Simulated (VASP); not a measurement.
# MgO (mix) (Fm-3m) in VASP: further runs

Runs on MgO (mix). Level: PBE. Tasks: single point, relaxation of cell and atoms.

All numbers are computed with VASP 6.6.1; they aren't measurements. Logs are shortened: lines on timing, memory, paths and dates and some standing lists are left out, and cuts for length are marked.

## (1) The cell of the first run

It takes space group Fm-3m (No. 225, cubic). Conventional cell: a = 4.085 Å, b = 4.085 Å, c = 4.085 Å, α = 90.00°, β = 90.00°, γ = 90.00°. Mg (site symmetry m-3m) has 6 O at 2.04 Å within 2.7 Å. O (site symmetry m-3m) has 6 Mg at 2.04 Å within 2.7 Å.

## (2) Single point, PBE

Contents of INCAR:

```
PREC = Accurate ; ENCUT = 600
EDIFF = 1E-6 ; ISMEAR = 0
SIGMA = 0.02 ; LREAL = F
LASPH = T ; NELM = 120
ALGO = Normal ; ISIF = 2
LWAVE = F ; LCHARG = F
GGA = PE ; NBANDS = 11
GGA_COMPAT = F
```

Contents of KPOINTS:

```
regular mesh
0
Gamma
  10 10 10
```

Contents of POSCAR:

```
MgO
1.0
    0.0000000000      2.0426643109      2.0426643109
    2.0426643109      0.0000000000      2.0426643109
    2.0426643109      2.0426643109      0.0000000000
Mg O
1 1
Direct
    0.0000000000      0.0000000000      0.0000000000
    0.5000000000      0.5000000000      0.5000000000
```

Potentials or basis: VASP PAW PBE potentials, release 64 (Mg, O).

Command:

```
> cat potpaw_PBE.64/Mg/POTCAR potpaw_PBE.64/O/POTCAR > POTCAR
> mpirun -np 1 vasp_std > vasp.out
```

OUTCAR:

```text
PREC = Accurate
   ENCUT = 600
   EDIFF = 1E-6
   ISMEAR = 0
   LREAL = F
   LASPH = T
   NELM = 120
   ISIF = 2
   GGA = PE

 ion  position               nearest neighbor table
   1  0.000  0.000  0.000-   2 2.04   2 2.04   2 2.04   2 2.04   2 2.04   2 2.04
   2  0.500  0.500  0.500-   1 2.04   1 2.04   1 2.04   1 2.04   1 2.04   1 2.04

  LATTYP: Found a face centered cubic cell.
 ALAT       =     4.0853286218

  Lattice vectors:

 A1 = (   0.0000000000,   2.0426643109,   2.0426643109)
 A2 = (   2.0426643109,   0.0000000000,   2.0426643109)
 A3 = (   2.0426643109,   2.0426643109,   0.0000000000)

Analysis of symmetry for initial positions (statically):
=====================================================================
 Subroutine PRICEL returns:
 Original cell was already a primitive cell.

 Routine SETGRP: Setting up the symmetry group for a
 face centered cubic supercell.

 Subroutine GETGRP returns: Found 48 space group operations
 (whereof 48 operations were pure point group operations)
 out of a pool of 48 trial point group operations.

The static configuration has the point symmetry O_h .

Analysis of symmetry for dynamics (positions and initial velocities):
=====================================================================
 Subroutine PRICEL returns:
 Original cell was already a primitive cell.

 Routine SETGRP: Setting up the symmetry group for a
 face centered cubic supercell.

 Subroutine GETGRP returns: Found 48 space group operations
 (whereof 48 operations were pure point group operations)
 out of a pool of 48 trial point group operations.

The dynamic configuration has the point symmetry O_h .

 Subroutine INISYM returns: Found 48 space group operations
 (whereof 48 operations are pure point group operations),
 and found     1 'primitive' translations

----------------------------------------------------------------------------------------

                                     Primitive cell

  volume of cell :      17.0459

  direct lattice vectors                    reciprocal lattice vectors
     0.000000000  2.042664311  2.042664311    -0.244778350  0.244778350  0.244778350
     2.042664311  0.000000000  2.042664311     0.244778350 -0.244778350  0.244778350
     2.042664311  2.042664311  0.000000000     0.244778350  0.244778350 -0.244778350

  length of vectors
     2.888763572  2.888763572  2.888763572     0.423968539  0.423968539  0.423968539

[... 87 lines left out ...]
   ISYM   =      2    0-nonsym 1-usesym 2-fastsym
   POTIM  = 0.5000    time-step for ionic-motion
   TEBEG  =    0.0;   TEEND  =   0.0 temperature during run
   PSTRESS=    0.0 pullay stress
   NELECT =       8.0000    total number of electrons
   NUPDOWN=      -1.0000    fix difference up-down
   EMIN   =  10.00;   EMAX   =-10.00  energy-range for DOS
   EFERMI =   0.00;   METHOD = LEGACY
   ISMEAR =     0;   SIGMA  =   0.02  broadening in eV -4-tet -1-fermi 0-gaus
   EFERMI_NEDOS =   21; number of points for ismear=-14 and -15
   IALGO  =     38    algorithm
   IMIX   =      4    mixing-type and parameters
     AMIX     =   0.40;   BMIX     =  1.00
     AMIX_MAG =   1.60;   BMIX_MAG =  1.00
  volume/ion in A,a.u.               =       8.52        57.52
  Fermi-wavevector in a.u.,A,eV,Ry     =   1.272227  2.404160 22.021855  1.618561
  Thomas-Fermi vector in A             =   2.405117
   LORBIT       =      0    0 simple, 1 ext, 2 COOP (PROOUT), +10 PAW based schemes
   GGA     = PE    functional components
   LHFCALC =     F    Hartree Fock is set to
   AEXX    =    0.0000 exact exchange contribution
   IVDW    =     0    specifies the selected vdW correction
   LEPSILON=     F    determine dielectric tensor
   LRPA    =     F    only Hartree local field effects (RPA)
 non-spin polarized calculation
 Gauss-broadening in eV      SIGMA  =   0.02
  energy-cutoff  :      600.00
  volume of cell :       17.05
 maximum number of plane-waves:       588
   NGX = 11   NGY = 11   NGZ = 11

 number of electron       7.9999997 magnetization

 Free energy of the ion-electron system (eV)
  ---------------------------------------------------
  ext. energy  EPLUGINS =         0.00000000
  ---------------------------------------------------
  free energy    TOTEN  =       -11.77899260 eV

  energy without entropy =      -11.77899260  energy(sigma->0) =      -11.77899260

 E-fermi :   4.0389     XC(G=0): -11.5210

 val. band max:        3.9089699287   @ k =   0.0000   0.0000   0.0000
 cond. band min:       9.5814081968   @ k =   0.0000   0.0000   0.0000
 fundamental gap:      5.6724382681
 Fermi energy:         4.0388905731

 k-point     1 :       0.0000    0.0000    0.0000
  band No.  band energies     occupation
      1     -13.8510      2.00000
      2       3.9090      2.00000
      3       3.9090      2.00000
      4       3.9090      2.00000
      5       9.5814      0.00000
      6      20.2267      0.00000
      7      20.2267      0.00000
      8      20.2267      0.00000
      9      24.3914      0.00000
     10      26.2775      0.00000
     11      26.2775      0.00000
[... 309 lines left out ...]
 k-point    24 :       0.4000    0.3000    0.0000
  band No.  band energies     occupation
      1     -12.3933      2.00000
      2       0.0240      2.00000
      3       2.4678      2.00000
      4       2.7107      2.00000
      5      14.1051      0.00000
      6      14.6978      0.00000
      7      18.5231      0.00000
      8      23.3262      0.00000
      9      23.5516      0.00000
     10      29.9469      0.00000
     11      32.7932      0.00000

 [... further k-points ...]

------------------------ aborting loop because EDIFF is reached ----------------------------------------

  FORCE on cell =-STRESS in cart. coord.  units (eV):
  Direction    XX          YY          ZZ          XY          YZ          ZX
  --------------------------------------------------------------------------------------
  -------------------------------------------------------------------------------------
  Total        2.3621817      2.3621817      2.3621817     -0.0000000     -0.0000000      0.0000000
  in kB      222.0255132    222.0255132    222.0255132     -0.0000000     -0.0000000      0.0000000
  external PRESSURE =     222.0255132 kB  Pullay stress =       0.0000000 kB

 VOLUME and BASIS-vectors are now :
 -----------------------------------------------------------------------------
  energy-cutoff  :      600.00
  volume of cell :       17.05
      direct lattice vectors                 reciprocal lattice vectors
     0.000000000  2.042664311  2.042664311    -0.244778350  0.244778350  0.244778350
     2.042664311  0.000000000  2.042664311     0.244778350 -0.244778350  0.244778350
     2.042664311  2.042664311  0.000000000     0.244778350  0.244778350 -0.244778350

 POSITION                                       TOTAL-FORCE (eV/Angst)
 -----------------------------------------------------------------------------------
      0.00000      0.00000      0.00000         0.000000      0.000000      0.000000
      2.04266      2.04266      2.04266        -0.000000     -0.000000     -0.000000
 -----------------------------------------------------------------------------------
    total drift:                               -0.000000     -0.000000      0.000000

  FREE ENERGIE OF THE ION-ELECTRON SYSTEM (eV)
  ---------------------------------------------------
  free  energy   TOTEN  =       -11.7789926000 eV

  energy  without entropy=      -11.7789926000  energy(sigma->0) =      -11.77899260
```

Run time: 6.6 s. Hardware: 1 thread of Intel Xeon Platinum 8259CL at 2.50GHz (Skylake/Cascade Lake), shared host; peak memory 0.14 GiB.

What came out:

| Quantity | Value |
| --- | --- |
| Free energy | -11.7790 eV |
| Pressure | 22.2 GPa |
| Band gap on the k mesh | 5.67 eV, direct |

## (3) Single point, PBE

Contents of INCAR:

```
SYSTEM = MgO
  ALGO = Normal
  EDIFF = 1E-6
  ENCUT = 600
  GGA = PE
  GGA_COMPAT = .FALSE.
  ISIF = 2
  ISMEAR = 0
  LASPH = .TRUE.
  LCHARG = .TRUE.
  LELF = .TRUE.
  LREAL = .FALSE.
  LVHAR = .TRUE.
  LWAVE = .FALSE.
  NBANDS = 11
  NELM = 120
  PREC = Accurate
  SIGMA = 0.02
```

Contents of KPOINTS:

```
k-points
0
G
  10 10 10
  0 0 0
```

POSCAR is that of step 2.

Potentials or basis: VASP PAW PBE potentials, release 64 (Mg, O).

Command:

```
> cat potpaw_PBE.64/Mg/POTCAR potpaw_PBE.64/O/POTCAR > POTCAR
> mpirun -np 1 vasp_std > vasp.out
```

It took 7 s on 1 thread of Intel Xeon Platinum 8259CL at 2.50GHz (Skylake/Cascade Lake), shared host; peak memory 0.14 GiB.

Results (log left out):

```
Free energy            : -11.7790 eV
Pressure               : 22.2 GPa
Band gap on the k mesh : 5.67 eV, direct
```

Levels at points of the mesh, in eV from the valence-band top:
```tsv
k point	band 1	band 2	band 3	band 4	band 5	band 6	band 7	band 8
(0.00, 0.00, 0.00)	-17.76	0.00	0.00	0.00	5.67	16.32	16.32	16.32
(0.50, 0.00, 0.00)	-16.23	-5.04	-0.76	-0.76	8.50	13.67	17.28	17.28
(0.50, 0.50, 0.00)	-15.94	-4.47	-1.48	-1.48	9.21	11.01	14.11	20.42
```

## (4) Relaxation of cell and atoms, PBE, target pressure 23.2 GPa, at which the enthalpy is minimised

Contents of INCAR:

```
SYSTEM = MgO
ALGO = Normal
EDIFF = 1E-7
EDIFFG = -0.002
ENCUT = 600
GGA = PE
GGA_COMPAT = .False.
IBRION = 2
ISIF = 3
ISMEAR = 0
LASPH = .True.
LCHARG = .False.
LREAL = .False.
LWAVE = .False.
NELM = 120
NELMIN = 4
NSW = 100
PREC = Accurate
PSTRESS = 232.0
SIGMA = 0.02
```

Contents of KPOINTS:

```
k-points
0
Gamma
  10 10 10
  0 0 0
```

POSCAR is that of step 3.

Command:

```
> cat potpaw_PBE.64/Mg/POTCAR potpaw_PBE.64/O/POTCAR > POTCAR
> mpirun -np 1 vasp_std > vasp.out
```

Run time: 12 s. Hardware: 1 thread of Intel Xeon Platinum 8259CL at 2.50GHz (Skylake/Cascade Lake), shared host; peak memory 0.15 GiB.

Results (log left out):

- Free energy: -11.7694 eV
- Relaxed volume: 8.49 Å³/atom
- Relaxed cell: a = 2.885 Å, b = 2.885 Å, c = 2.885 Å, α = 60.00°, β = 60.00°, γ = 60.00°
- Space group after relaxing (to 0.05 Å): Fm-3m (No. 225)
- Energy change on relaxing (the enthalpy is what falls): +4.8 meV/atom
- Ionic steps: 3
- Pressure after relaxing: 23.2 GPa
- Band gap on the k mesh: 5.72 eV, direct

Step by step:
```
step  energy change (eV)  largest force (eV/Å)  pressure (GPa)  volume (Å³)
   1              0.0000                0.0000           22.23        17.05
   2              0.0183                0.0000           24.05        16.92
   3              0.0096                0.0000           23.20        16.98
```

Final structure:
```
CELL_PARAMETERS angstrom
0.00000 2.03997 2.03997
2.03997 0.00000 2.03997
2.03997 2.03997 0.00000
ATOMIC_POSITIONS crystal
Mg 0.00000 0.00000 0.00000
O 0.50000 0.50000 0.50000
```

Levels at points of the mesh, in eV from the valence-band top:
```
           k point  band 1  band 2  band 3  band 4  band 5  band 6  band 7  band 8
(0.00, 0.00, 0.00)  -17.78    0.00    0.00    0.00    5.72   16.34   16.34   16.34
(0.50, 0.00, 0.00)  -16.24   -5.05   -0.77   -0.77    8.52   13.72   17.32   17.32
(0.50, 0.50, 0.00)  -15.95   -4.49   -1.49   -1.49    9.22   11.06   14.15   20.49
```

Caveat: the cell is relaxed towards a set pressure, so the enthalpy falls and the energy may rise.
